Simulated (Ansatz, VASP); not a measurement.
Sn: VASP beside Ansatz

File INCAR:

```
ALGO = Fast
EDIFF = 1E-7
ENCUT = 520
GGA = PS
ISIF = 2
ISMEAR = 0
IVDW = 12
LASPH = True
LCHARG = False
LREAL = False
LWAVE = False
NBANDS = 13
NELM = 60
PREC = Accurate
SIGMA = 0.15
```

The input KPOINTS:

```
k-points
0
Gamma
  18 18 18
```

File POSCAR:

```
Sn
1.0
   -2.0462239647      2.0462239647      1.8946518192
    2.0462239647     -2.0462239647      1.8946518192
    2.0462239647      2.0462239647     -1.8946518192
Sn
1
Direct
    0.0000000000      0.0000000000      0.0000000000
```

Input for Ansatz:

```yaml
crystal:
  lattice:
    - [-2.0462239647, 2.0462239647, 1.8946518192]
    - [2.0462239647, -2.0462239647, 1.8946518192]
    - [2.0462239647, 2.0462239647, -1.8946518192]
  atoms:
    - { symbol: Sn, position: [0.0, 0.0, 0.0] }
basis:
  ecutwfc: 420
kpoints:
  mp_grid: { grid: [18, 18, 18] }
hamiltonian:
  xc: pbesol
  dispersion: d3bj
scf:
  occupations: { method: gaussian, width: 0.15 }
output:
  forces: true
  stress: true
  eigenvalues: true
  write_density: true
  write_potential: true
  elf: true
  volumetric_format: npy
```

Change from the starting cell: strain +0.080 along x and y, +0.000 along z, atoms carried along.

Alike in both runs: task single point; functional PBEsol; dispersion D3(BJ); k mesh 18 × 18 × 18; occupations gaussian, width 0.15 eV; no spin polarisation.

|  | VASP | Ansatz |
| --- | --- | --- |
| version | VASP 6.6.1 | Ansatz 0.2.0 |
| potentials or method | VASP PAW PBE potentials, release 64 (Sn_d), cutoff 520 eV | scalar-relativistic, plane waves, PAW |
| valence electrons in the cell | 14 | 14 |

```tsv
	VASP	Ansatz	Ansatz less VASP
gap on the k mesh at the Fermi level (eV)	none	none	-
pressure (GPa)	-4.5	-4.4	+0.07
traceless stress, the component that is largest in VASP (GPa)	-0.52	-0.52	0.000
```

VASP's potentials were made for PBE, not for PBEsol. A gap of «none» marks a metal or a gap that the smearing closes. Ansatz's warnings: dispersion switch in reach.
